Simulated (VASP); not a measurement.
**YN: single point with LDA**

YN:

```
Y N
1.0
     0.00000    2.43850    2.43850
     2.43850    0.00000    2.43850
     2.43850    2.43850    0.00000
Y N
1 1
Direct
  0.00000 0.00000 0.00000
  0.50000 0.50000 0.50000
```

* Program: VASP 6.6.1
* Task: single point
* Functional: LDA
* Potentials or basis: VASP PAW LDA potentials, release 64 (Y_sv, N)
* Cutoff: 600 eV
* k mesh: 11 × 11 × 11
* Occupations: fermi-dirac, width 0.03 eV
* Spin: no spin polarisation
* Dipole correction: no
* Further INCAR settings: ALGO = Normal; EDIFF = 1e-06; NBANDS = 15

The pressure is -5.8 GPa and the band gap on the k mesh is 0.12 eV (least direct gap 0.51 eV).

Levels at points of the mesh, in eV from the valence-band top:
| k point | band 5 | band 6 | band 7 | band 8 | band 9 | band 10 | band 11 | band 12 |
| --- | --- | --- | --- | --- | --- | --- | --- | --- |
| (0.00, 0.00, 0.00) | -12.72 | 0.00 | 0.00 | 0.00 | 3.06 | 3.06 | 3.06 | 4.21 |

Wall time 30 s on 1 thread of AMD EPYC 7R43 64-Core Processor (Zen 3), on a shared host, peak memory 0.15 GiB.

Caveat: the cell stands under tension; an odd mesh through Γ misses points on the zone boundary, where band edges can lie.
